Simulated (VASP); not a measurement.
# Ru: single point with PBEsol

The system is Ru.

```
CELL_PARAMETERS angstrom
2.71859 0.00000 0.00000
-1.35930 2.35437 0.00000
0.00000 0.00000 4.16243
ATOMIC_POSITIONS crystal
Ru 0.33333 0.66667 0.25000
Ru 0.66667 0.33333 0.75000
```

This cell differs from its parent crystal: volume 13.321 Å^3 an atom, c/a of the conventional cell 1.5311.

- Program: VASP 6.6.1
- Task: single point
- Functional: PBEsol
- Potentials or basis: VASP PAW PBE potentials, release 64 (Ru_pv)
- Cutoff: 520 eV
- k mesh: 21 × 21 × 12
- Occupations: gaussian, width 0.15 eV
- Spin: no spin polarisation
- Dipole correction: no
- Further INCAR settings: ALGO = Fast; EDIFF = 1e-06; NBANDS = 21

```
Pressure               : 0.8 GPa
Band gap on the k mesh : zero (band 14 reaches 14.53 eV, above the bottom of band 15 at 11.31 eV)
```

Stress tensor (GPa, compression positive):
```
-4.07  0.00  0.00
 0.00 -4.07  0.00
 0.00  0.00 10.50
```

Levels at points of the mesh, in eV from the Fermi level:
```
           k point  band 12  band 13  band 14  band 15  band 16  band 17
(0.00, 0.00, 0.00)    -1.95    -1.95    -1.71    -1.71     1.21     1.21
(0.00, 0.00, 0.50)    -3.00    -2.63    -2.63     0.59     0.59     0.59
```

Run time: 2.4 min on 1 thread of AMD EPYC 7R13 Processor (Zen 3) (shared host), peak memory 0.22 GiB.

Caveat: the PAW data sets were made with another functional, which shifts forces and pressure a little.
